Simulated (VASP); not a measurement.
# Al in VASP: notebook

Aim: see how the results for Al move with the level of theory and the settings. Levels: PBE, LDA. Tasks: electric field gradients.

All numbers are computed with VASP 6.6.1; they aren't measurements. Logs are shortened: lines on timing, memory, paths and dates and some standing lists are left out, and cuts for length are marked.

### 1 The cell of the first run

Symmetry: R-3m, No. 166, trigonal system. The conventional cell has a = 2.905 Å, b = 2.905 Å, c = 6.801 Å, α = 90.00°, β = 90.00°, γ = 120.00°. Al (site symmetry -3m) has 12 Al at 2.82 to 2.91 Å within 3.7 Å.

### 2 Electric field gradients, PBE (equal xy, yz and zx shear strains of -3 %)

Contents of INCAR:

```
PREC     = Accurate       # precision mode
ENCUT    = 520            # plane-wave cutoff, eV
EDIFF    = 1E-8           # SCF threshold, eV
ISMEAR   = -1             # smearing method
SIGMA    = 0.05           # smearing width, eV
LREAL    = False          # projectors in reciprocal space
LASPH    = True           # aspherical terms in the spheres
NELM     = 60             # most SCF steps
ALGO     = Normal         # electronic algorithm
ISIF     = 2              # what is computed and relaxed
LWAVE    = False          # write WAVECAR
LCHARG   = False          # write CHGCAR
GGA      = PE             # functional
LEFG     = True         
NBANDS   = 8              # bands
```

Contents of KPOINTS:

```
regular mesh
0
Gamma
  14 14 14
```

Contents of POSCAR:

```
Al
1.0
   -0.0607194000      1.9936203000      1.9936203000
    1.9936203000     -0.0607194000      1.9936203000
    1.9936203000      1.9936203000     -0.0607194000
Al
1
Direct
    0.0000000000      0.0000000000      0.0000000000
```

Potentials or basis: VASP PAW PBE potentials, release 64 (Al).

On the command line:

```
$ cat potpaw_PBE.64/Al/POTCAR > POTCAR
$ mpirun -np 1 vasp_std > vasp.out
```

OUTCAR:

```text
PREC = Accurate
   ENCUT = 520
   EDIFF = 1E-8
   ISMEAR = -1
   LREAL = False
   LASPH = True
   NELM = 60
   ISIF = 2
   GGA = PE

 ion  position               nearest neighbor table
   1  0.000  0.000  0.000-

  LATTYP: Found a trigonal (rhomboedric) cell.
 ALAT       =     2.8200586247
 COS(alpha) =     0.4693254694

  Lattice vectors:

 A1 = (  -0.0607194000,   1.9936203000,   1.9936203000)
 A2 = (   1.9936203000,  -0.0607194000,   1.9936203000)
 A3 = (   1.9936203000,   1.9936203000,  -0.0607194000)

Analysis of symmetry for initial positions (statically):
=====================================================================
 Subroutine PRICEL returns:
 Original cell was already a primitive cell.

 Routine SETGRP: Setting up the symmetry group for a
 trigonal (rhombohedral) supercell.

 Subroutine GETGRP returns: Found 12 space group operations
 (whereof 12 operations were pure point group operations)
 out of a pool of 12 trial point group operations.

The static configuration has the point symmetry D_3d.

Analysis of symmetry for dynamics (positions and initial velocities):
=====================================================================
 Subroutine PRICEL returns:
 Original cell was already a primitive cell.

 Routine SETGRP: Setting up the symmetry group for a
 trigonal (rhombohedral) supercell.

 Subroutine GETGRP returns: Found 12 space group operations
 (whereof 12 operations were pure point group operations)
 out of a pool of 12 trial point group operations.

The dynamic configuration has the point symmetry D_3d.

 Subroutine INISYM returns: Found 12 space group operations
 (whereof 12 operations are pure point group operations),
 and found     1 'primitive' translations

----------------------------------------------------------------------------------------

                                     Primitive cell

  volume of cell :      16.5711

  direct lattice vectors                    reciprocal lattice vectors
    -0.060719400  1.993620300  1.993620300    -0.239623486  0.247150926  0.247150926
     1.993620300 -0.060719400  1.993620300     0.247150926 -0.239623486  0.247150926
     1.993620300  1.993620300 -0.060719400     0.247150926  0.247150926 -0.239623486

  length of vectors
     2.820058625  2.820058625  2.820058625     0.423776563  0.423776563  0.423776563

  position of ions in fractional coordinates (direct lattice)
     0.000000000  0.000000000  0.000000000

  ion indices of the primitive-cell ions
   primitive index   ion index
                 1           1

----------------------------------------------------------------------------------------

 KPOINTS: regular mesh

Automatic generation of k-mesh.
 Grid dimensions read from file:
 generate k-points for:   14   14   14

 Generating k-lattice:

  Cartesian coordinates                     Fractional coordinates (reciprocal lattice)
    -0.017115963  0.017653638  0.017653638     0.071428571  0.000000000  0.000000000
     0.017653638 -0.017115963  0.017653638     0.000000000  0.071428571  0.000000000
     0.017653638  0.017653638 -0.017115963     0.000000000  0.000000000  0.071428571

  Length of vectors
     0.030269755  0.030269755  0.030269755

  Shift w.r.t. Gamma in fractional coordinates (k-lattice)
     0.000000000  0.000000000  0.000000000

 Subroutine IBZKPT returns following result:
 ===========================================

 Found    288 irreducible k-points:

 Following reciprocal coordinates:
            Coordinates               Weight
  0.000000  0.000000  0.000000      1.000000
  0.071429  0.000000  0.000000      6.000000
  0.142857  0.000000  0.000000      6.000000
  0.214286 -0.000000 -0.000000      6.000000
  0.285714  0.000000 -0.000000      6.000000
  0.357143  0.000000  0.000000      6.000000
[... 16 lines left out ...]
  0.214286  0.142857 -0.000000     12.000000
  0.285714  0.142857 -0.000000     12.000000
 [... further k-points ...]
   k-points           NKPTS =    288   k-points in BZ     NKDIM =    288   number of bands    NBANDS=      8
   number of dos      NEDOS =    301   number of ions     NIONS =      1
   total plane-waves  NPLWV =  13824
   dimension x,y,z NGX =    24 NGY =   24 NGZ =   24
   dimension x,y,z NGXF=    48 NGYF=   48 NGZF=   48
   ions per type =               1
   NGX,Y,Z   is equivalent  to a cutoff of  14.15, 14.15, 14.15 a.u.
   NGXF,Y,Z  is equivalent  to a cutoff of  28.30, 28.30, 28.30 a.u.
 SYSTEM =  unknown system
   PREC   = accura    normal or accurate (medium, high low for compatibility)
   ISTART =      0    job   : 0-new  1-cont  2-samecut
   ICHARG =      2    charge: 1-file 2-atom 10-const
   ISPIN  =      1    spin polarized calculation?
   LNONCOLLINEAR =      F non collinear calculations
   LSORBIT =      F    spin-orbit coupling
   LASPH  =      T    aspherical Exc in radial PAW
   ENCUT  =  520.0 eV  38.22 Ry    6.18 a.u.   5.24  5.24  5.24*2*pi/ulx,y,z
   NELM   =     60;   NELMIN=  2; NELMDL= -5     # of ELM steps
   EDIFF  = 0.1E-07   stopping-criterion for ELM
   LREAL  =      F    real-space projection
   EDIFFG = 0.1E-06   stopping-criterion for IOM
   NSW    =      0    number of steps for IOM
   IBRION =     -1    ionic relax: 0-MD 1-quasi-New 2-CG
   NFREE  =      0    steps in history (QN), initial steepest desc. (CG)
   ISIF   =      2    stress and relaxation
   ISYM   =      2    0-nonsym 1-usesym 2-fastsym
   POTIM  = 0.5000    time-step for ionic-motion
   TEBEG  =    0.0;   TEEND  =   0.0 temperature during run
   PSTRESS=    0.0 pullay stress
   NELECT =       3.0000    total number of electrons
   NUPDOWN=      -1.0000    fix difference up-down
   EMIN   =  10.00;   EMAX   =-10.00  energy-range for DOS
   EFERMI =   0.00;   METHOD = LEGACY
   ISMEAR =    -1;   SIGMA  =   0.05  broadening in eV -4-tet -1-fermi 0-gaus
   EFERMI_NEDOS =   21; number of points for ismear=-14 and -15
   IALGO  =     38    algorithm
   IMIX   =      4    mixing-type and parameters
     AMIX     =   0.40;   BMIX     =  1.00
     AMIX_MAG =   1.60;   BMIX_MAG =  1.00
  volume/ion in A,a.u.               =      16.57       111.83
  Fermi-wavevector in a.u.,A,eV,Ry     =   0.926114  1.750102 11.669541  0.857687
  Thomas-Fermi vector in A             =   2.052041
   LORBIT       =      0    0 simple, 1 ext, 2 COOP (PROOUT), +10 PAW based schemes
   GGA     = PE    functional components
   LHFCALC =     F    Hartree Fock is set to
   AEXX    =    0.0000 exact exchange contribution
   IVDW    =     0    specifies the selected vdW correction
   LEPSILON=     F    determine dielectric tensor
   LRPA    =     F    only Hartree local field effects (RPA)
 non-spin polarized calculation
  energy-cutoff  :      520.00
  volume of cell :       16.57
 maximum number of plane-waves:       465
 NGX is ok and might be reduce to    24
   NGX = 11   NGY = 11   NGZ = 11

 number of electron       3.0000000 magnetization

 Free energy of the ion-electron system (eV)
  ---------------------------------------------------
  ext. energy  EPLUGINS =         0.00000000
  ---------------------------------------------------
  free energy    TOTEN  =        -3.74002527 eV

  energy without entropy =       -3.73588428  energy(sigma->0) =       -3.73795478

 E-fermi :   7.9517     XC(G=0): -10.1803

 val. band max:        7.9299041987   @ k =  -0.4286   0.3571   0.1429
 cond. band min:       7.9523209182   @ k =   0.4286   0.4286   0.2857
 fundamental gap:      0.0224167196
 Fermi energy:         7.9517108316

 k-point     1 :       0.0000    0.0000    0.0000
  band No.  band energies     occupation
      1      -3.1511      2.00000
      2      20.0742      0.00000
      3      20.0742      0.00000
      4      21.4725      0.00000
      5      21.5068      0.00000
      6      21.5068      0.00000
      7      22.5601      0.00000
      8      24.9260      0.00000

 k-point     2 :       0.0714    0.0000    0.0000
  band No.  band energies     occupation
      1      -3.0156      2.00000
      2      18.0136      0.00000
      3      19.6556      0.00000
      4      20.7289      0.00000
      5      22.1327      0.00000
      6      22.5296      0.00000
      7      23.5496      0.00000
      8      25.8302      0.00000
[... 221 lines left out ...]
 k-point    23 :       0.2143    0.1429   -0.0000
  band No.  band energies     occupation
      1      -1.9131      2.00000
      2      14.5182      0.00000
      3      17.0529      0.00000
      4      18.3086      0.00000
      5      19.8582      0.00000
      6      20.6728      0.00000
      7      26.2617      0.00000
      8      27.1406      0.00000

 k-point    24 :       0.2857    0.1429   -0.0000
  band No.  band energies     occupation
      1      -1.1459      2.00000
      2      11.8801      0.00000
      3      16.6817      0.00000
      4      18.2143      0.00000
      5      18.5091      0.00000
      6      21.6953      0.00000
      7      26.1085      0.00000
      8      26.5003      0.00000

 [... further k-points ...]

------------------------ aborting loop because EDIFF is reached ----------------------------------------

  FORCE on cell =-STRESS in cart. coord.  units (eV):
  Direction    XX          YY          ZZ          XY          YZ          ZX
  --------------------------------------------------------------------------------------
  -------------------------------------------------------------------------------------
  Total       -0.0340877     -0.0340877     -0.0340877      0.0148103      0.0148103      0.0148103
  in kB       -3.2957617     -3.2957617     -3.2957617      1.4319311      1.4319311      1.4319311
  external PRESSURE =      -3.2957617 kB  Pullay stress =       0.0000000 kB

 VOLUME and BASIS-vectors are now :
 -----------------------------------------------------------------------------
  energy-cutoff  :      520.00
  volume of cell :       16.57
      direct lattice vectors                 reciprocal lattice vectors
    -0.060719400  1.993620300  1.993620300    -0.239623486  0.247150926  0.247150926
     1.993620300 -0.060719400  1.993620300     0.247150926 -0.239623486  0.247150926
     1.993620300  1.993620300 -0.060719400     0.247150926  0.247150926 -0.239623486

 POSITION                                       TOTAL-FORCE (eV/Angst)
 -----------------------------------------------------------------------------------
      0.00000      0.00000      0.00000         0.000000      0.000000     -0.000000
 -----------------------------------------------------------------------------------
    total drift:                                0.000000     -0.000000     -0.000000

  FREE ENERGIE OF THE ION-ELECTRON SYSTEM (eV)
  ---------------------------------------------------
  free  energy   TOTEN  =        -3.7400252746 eV

  energy  without entropy=       -3.7358842793  energy(sigma->0) =       -3.73795478

 Electric field gradients (V/A^2)
---------------------------------------------------------------------
 ion       V_xx      V_yy      V_zz      V_xy      V_xz      V_yz
---------------------------------------------------------------------
   1      -0.000     0.000     0.000    -2.110    -2.110    -2.110
---------------------------------------------------------------------

 Electric field gradients after diagonalization (V/A^2)
 (convention: |V_zz| > |V_xx| > |V_yy|)
----------------------------------------------------------------------
 ion       V_xx      V_yy      V_zz     asymmetry (V_yy - V_xx)/ V_zz
----------------------------------------------------------------------
   1       2.110     2.110    -4.219       0.000
----------------------------------------------------------------------

           NMR quadrupolar parameters

 Cq : quadrupolar parameter    Cq=e*Q*V_zz/h
 eta: asymmetry parameters     (V_yy - V_xx)/ V_zz
 Q  : nuclear electric quadrupole moment in mb (millibarn)
----------------------------------------------------------------------
 ion       Cq(MHz)       eta       Q (mb)
----------------------------------------------------------------------
   1      -0.010       0.000       1.000
----------------------------------------------------------------------
```

Wall time 97 s (1 thread of AMD EPYC 7R13, shared host); peak memory 0.12 GiB.

Results:

```yaml
Free_energy: -3.7400 eV
Pressure: -0.3 GPa
```

Electric field gradients, principal values (V/Å²):
| atom | least | middle | greatest (by size) |
| --- | --- | --- | --- |
| 1 Al | 2.110 | 2.110 | -4.219 |

Caveat: the cell differs from its parent crystal (equal xy, yz and zx shear strains of -3 %); without QUAD_EFG the Cq values of the log hold for a quadrupole moment of 1 mb, not for the nuclei.

(Part 1 of 2 ends here.)
